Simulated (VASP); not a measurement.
Input of a VASP 6.6.1 run:

INCAR

```
ALGO = Normal
EDIFF = 1E-8
ENCUT = 600
GGA = PS
IBRION = 6
ISIF = 3
ISMEAR = 0
IVDW = 12
LASPH = True
LCHARG = False
LREAL = False
LWAVE = False
NBANDS = 16
NELM = 60
NFREE = 2
NSW = 1
POTIM = 0.015
PREC = Accurate
SIGMA = 0.1
```

The input KPOINTS:

```
k-points
0
Gamma
  6 6 6
```

File POSCAR:

```
GaAs
1.0
    3.9977696088      0.0000000000      0.0000000000
    1.9988848044      3.4621700397      0.0000000000
    1.9988848044      1.1540566799      3.2641652169
As Ga
1 1
Direct
    0.7500000000      0.7500000000      0.7500000000
    0.0000000000      0.0000000000      0.0000000000
```

Potentials or basis: VASP PAW PBE potentials, release 64 (As, Ga_d).

Command:

```console
$ cat potpaw_PBE.64/As/POTCAR potpaw_PBE.64/Ga_d/POTCAR > POTCAR
$ mpirun -np 1 vasp_std > vasp.out
```

Task: Estimate the Voigt bulk modulus.

Result: 68 GPa.

Task: Estimate the highest phonon frequency at Γ, LO-TO splitting left out.

Result: 265 cm⁻¹.

Task: What does it give for the dispersion energy per atom?

Result: -0.299 eV.

Elastic tensor in Voigt notation (GPa, in the Cartesian axes of the cell as first typed):
```
134  40  32  12   0   0
 40 134  32 -12   0   0
 32  32 142   0   0   0
 12 -12   0  39   0   0
  0   0   0   0  39  12
  0   0   0   0  12  47
```

Caveat: the cell is under stress, which shifts elastic constants; the PAW data sets were made with another functional, which shifts forces and pressure a little.
